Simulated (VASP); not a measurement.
Set up this calculation in VASP 6.6.1, as the native input.

```yaml
Task: single point
Functional: PBE
Potentials_or_basis: VASP PAW PBE potentials, release 64 (Ru_pv)
Cutoff: 520 eV
k_mesh: 24 × 24 × 14
Occupations: gaussian, width 0.15 eV
Spin: no spin polarisation
Dipole_correction: no
Further_INCAR_settings: ALGO = Fast; EDIFF = 1e-07; NBANDS = 21
```

The structure of Ru lies in POSCAR:

```
Ru
1.0
    2.5840238363      0.0000000000      0.0000000000
   -1.2920119181      2.2378302863      0.0000000000
    0.0000000000      0.0000000000      4.0819310217
Ru
2
Direct
    0.3333333333      0.6666666667      0.2500000000
    0.6666666667      0.3333333333      0.7500000000
```

This cell differs from its parent crystal: strain -0.050 along x and y, -0.050 along z.

One way to write it, as run:

INCAR

```
SYSTEM = Ru
PREC = Accurate
ENCUT = 520
EDIFF = 1E-7
ISMEAR = 0
SIGMA = 0.15
LREAL = .FALSE.
LASPH = .TRUE.
NELM = 60
ALGO = Fast
ISIF = 2
LWAVE = .FALSE.
LCHARG = .FALSE.
GGA = PE
NBANDS = 21
```

KPOINTS

```
regular mesh
0
G
  24 24 14
  0 0 0
```

Potentials or basis: VASP PAW PBE potentials, release 64 (Ru_pv).

The run is started by

```sh
$ cat potpaw_PBE.64/Ru_pv/POTCAR > POTCAR
$ mpirun -np 1 vasp_std > vasp.out
```

It gave:

The pressure is 69.8 GPa. The band gap on the k mesh is zero (bands 14 and 15 overlap by 3.96 eV).

Caveat: the cell differs from its parent crystal (strain -0.050 along x and y, -0.050 along z); the cell stands under pressure.

Wall time 5.4 min on 1 thread of AMD EPYC 7R43 64-Core Processor (Zen 3) (shared host), peak memory 0.25 GiB.
